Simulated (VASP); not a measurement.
Here is a VASP 6.6.1 calculation.

INCAR

```
SYSTEM = Si
PREC = Accurate ; ENCUT = 500
EDIFF = 1E-6 ; ISMEAR = 0
SIGMA = 0.1 ; LREAL = .False.
LASPH = .True. ; NELM = 120
ALGO = Normal ; ISIF = 2
LWAVE = .False. ; LCHARG = .False.
GGA = PE ; NBANDS = 8
GGA_COMPAT = .False.
```

The input KPOINTS:

```
Automatic mesh
0
Gamma
  22 22 22
  0 0 0
```

Contents of POSCAR:

```
Si
1.0
    2.5323447106      0.0000000000      0.0000000000
    0.0000000000      2.5323447106      0.0000000000
    0.0000000000      0.0000000000      2.5323447106
Si
1
Direct
    0.5000000000      0.5000000000      0.5000000000
```

Potentials or basis: VASP PAW PBE potentials, release 64 (Si).

Launch:

```sh
$ cat potpaw_PBE.64/Si/POTCAR > POTCAR
$ mpirun -np 1 vasp_std > vasp.out
```

Task: Estimate the band gap on the k mesh.

Result: Zero (bands 2 and 3 overlap by 10.31 eV).

Task: What does it give for the pressure?

Result: 0.0 GPa.
